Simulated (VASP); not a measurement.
Here is a VASP 6.6.1 calculation.

The input INCAR:

```
SYSTEM = Mg2Si
PREC = Accurate
ENCUT = 600
EDIFF = 1E-6
ISMEAR = 0
SIGMA = 0.1
LREAL = .FALSE.
LASPH = .TRUE.
NELM = 120
ALGO = Normal
ISIF = 2
LWAVE = .FALSE.
LCHARG = .FALSE.
GGA = PE
NBANDS = 11
GGA_COMPAT = .FALSE.
```

KPOINTS

```
regular mesh
0
G
  4 4 4
  0 0 0
```

The input POSCAR:

```
Mg2Si
1.0
    0.0000000000      2.8331335919      2.8331335919
    2.8331335919      0.0000000000      2.8331335919
    2.8331335919      2.8331335919      0.0000000000
Mg Si
2 1
Direct
    0.2500000000      0.2500000000      0.2500000000
    0.7500000000      0.7500000000      0.7500000000
    0.0000000000      0.0000000000      0.0000000000
```

Potentials or basis: VASP PAW PBE potentials, release 64 (Mg, Si).

Launch:

```sh
$ cat potpaw_PBE.64/Mg/POTCAR potpaw_PBE.64/Si/POTCAR > POTCAR
$ mpirun -np 1 vasp_std > vasp.out
```

Task: Predict the band gap on the k mesh.

Result: Zero (band 4 reaches 6.06 eV, above the bottom of band 5 at 5.72 eV).

Task: What does it give for the pressure?

Result: 37.5 GPa.

Caveat: the k points lie up to 0.48 Å⁻¹ apart.
